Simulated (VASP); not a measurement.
Crystal: TaMoAu.

```
CELL_PARAMETERS angstrom
3.86200 0.00000 0.00000
0.00000 3.86200 0.00000
0.00000 0.00000 4.41074
ATOMIC_POSITIONS crystal
Ta 0.50000 0.50000 0.50000
Mo 0.00000 0.00000 0.50000
Au 0.00000 0.00000 0.00000
```

```yaml
Program: VASP 6.6.1
Task: relaxation of cell and atoms
Functional: PBE
Potentials_or_basis: VASP PAW PBE potentials, release 64 (Ta_pv, Mo_sv, Au)
Cutoff: 600 eV
k_mesh: 4 × 4 × 4
Occupations: gaussian, width 0.1 eV
Spin: no spin polarisation
```

At the start: pressure 16.9 GPa; volume 21.93 Å³/atom.

Problem. Where does the relaxation end?

Solution. Over 9 steps the energy falls by 811.3 meV/atom and the volume is 22.76 Å³/atom (+3.8 %); space group P4/mmm (No. 123, to 0.05 Å).

Step by step:
```csv
step,energy change (eV),largest force (eV/Å),pressure (GPa),volume (Å³)
1,0.0000,0.0000,16.88,65.79
2,-1.3105,0.0000,-8.75,84.50
3,-2.1736,0.0000,-9.28,75.40
4,-2.1747,0.0000,-9.11,75.17
5,-2.1469,0.0000,10.58,63.80
6,-2.4232,0.0000,-1.40,69.32
7,-2.4233,0.0000,-1.20,69.20
8,-2.4329,0.0000,0.33,68.00
9,-2.4340,0.0000,-0.02,68.27
```

Final structure:
```cif
data_structure
_symmetry_space_group_name_H-M 'P 1'
_symmetry_Int_Tables_number 1
_cell_length_a 3.5954
_cell_length_b 3.5954
_cell_length_c 5.2816
_cell_angle_alpha 90.000
_cell_angle_beta 90.000
_cell_angle_gamma 90.000
_cell_volume 68.27
loop_
_atom_site_label
_atom_site_type_symbol
_atom_site_fract_x
_atom_site_fract_y
_atom_site_fract_z
_atom_site_occupancy
Ta1 Ta 0.50000 0.50000 0.50000 1
Mo1 Mo 0.00000 0.00000 0.50000 1
Au1 Au 0.00000 0.00000 0.00000 1
```

Caveat: the k points lie up to 0.44 Å⁻¹ apart in the final cell.
